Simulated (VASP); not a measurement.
# PbS: single point with r2SCAN

Crystal: PbS.

```
CELL_PARAMETERS angstrom
0.00000 2.95000 2.95000
2.95000 0.00000 2.95000
2.95000 2.95000 0.00000
ATOMIC_POSITIONS crystal
Pb 0.00000 0.00000 0.00000
S 0.50000 0.50000 0.50000
```

```
Program                : VASP 6.6.1
Task                   : single point
Functional             : r2SCAN
Potentials or basis    : VASP PAW PBE potentials, release 64 (Pb_d, S)
Cutoff                 : 520 eV
k mesh                 : 7 × 7 × 7
Occupations            : fermi-dirac, width 0.05 eV
Spin                   : no spin polarisation
Dipole correction      : no
Further INCAR settings : ALGO = Normal; EDIFF = 1e-06; NBANDS = 17
```

| Property | Result |
| --- | --- |
| Pressure | 2.3 GPa |

Levels at points of the mesh, in eV from the Fermi level:
```tsv
k point	band 8	band 9	band 10	band 11	band 12	band 13
(0.00, 0.00, 0.00)	-2.76	-2.76	-2.76	5.26	5.26	5.26
```

Wall time 38 s on 1 thread of Intel(R) Xeon(R) Platinum 8375C CPU @ 2.90GHz (Ice Lake) (shared host), peak memory 0.19 GiB.

Caveat: this odd mesh misses L, where the gap lies, so gap, dielectric constants and Born charges aren't listed; the PAW data sets were made with another functional, which shifts forces and pressure a little; spin-orbit coupling is left out, which moves the levels of the heavy elements.
